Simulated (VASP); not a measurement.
Write the native input for VASP 6.6.1 that does the following.

```
Task                   : single point
Functional             : PBE
Potentials or basis    : VASP PAW PBE potentials, release 64 (Ga_d, Sb)
Cutoff                 : 520 eV
k mesh                 : 16 × 16 × 16
Occupations            : gaussian, width 0.15 eV
Spin                   : no spin polarisation
Dipole correction      : no
Further INCAR settings : ALGO = Normal; EDIFF = 1e-06; NBANDS = 16
```

The structure of GaSb lies in POSCAR:

```
GaSb
1.0
   -1.5067303310      2.3656505901      3.3153909758
    1.5067303310     -2.3656505901      3.3153909758
    1.5067303310      2.3656505901     -3.3153909758
Ga Sb
1 1
Direct
    0.0000000000      0.0000000000      0.0000000000
    0.5000000000      0.5000000000      0.0000000000
```

This cell differs from its parent crystal: strain +e along x and -e along y +0.0133, strain +e along z and -e/2 along x and y +0.1500.

The input as run:

INCAR

```
PREC = Accurate ; ENCUT = 520
EDIFF = 1E-6 ; ISMEAR = 0
SIGMA = 0.15 ; LREAL = False
LASPH = True ; NELM = 60
ALGO = Normal ; ISIF = 2
LWAVE = False ; LCHARG = False
GGA = PE ; NBANDS = 16
```

KPOINTS

```
Automatic mesh
0
Gamma
  16 16 16
```

Potentials or basis: VASP PAW PBE potentials, release 64 (Ga_d, Sb).

Command:

```bash
$ cat potpaw_PBE.64/Ga_d/POTCAR potpaw_PBE.64/Sb/POTCAR > POTCAR
$ mpirun -np 1 vasp_std > vasp.out
```

Results of the run:

- Pressure: 7.0 GPa
- Band gap on the k mesh: zero (bands 9 and 10 overlap by 5.88 eV)

Caveat: the cell differs from its parent crystal (strain +e along x and -e along y +0.0133, strain +e along z and -e/2 along x and y +0.1500); the cell stands under pressure; spin-orbit coupling is left out, which moves the levels of the heavy elements.

Wall time 3.5 min on 1 thread of AMD EPYC 9R45 96-Core Processor (Zen 5) (shared host), peak memory 0.55 GiB.
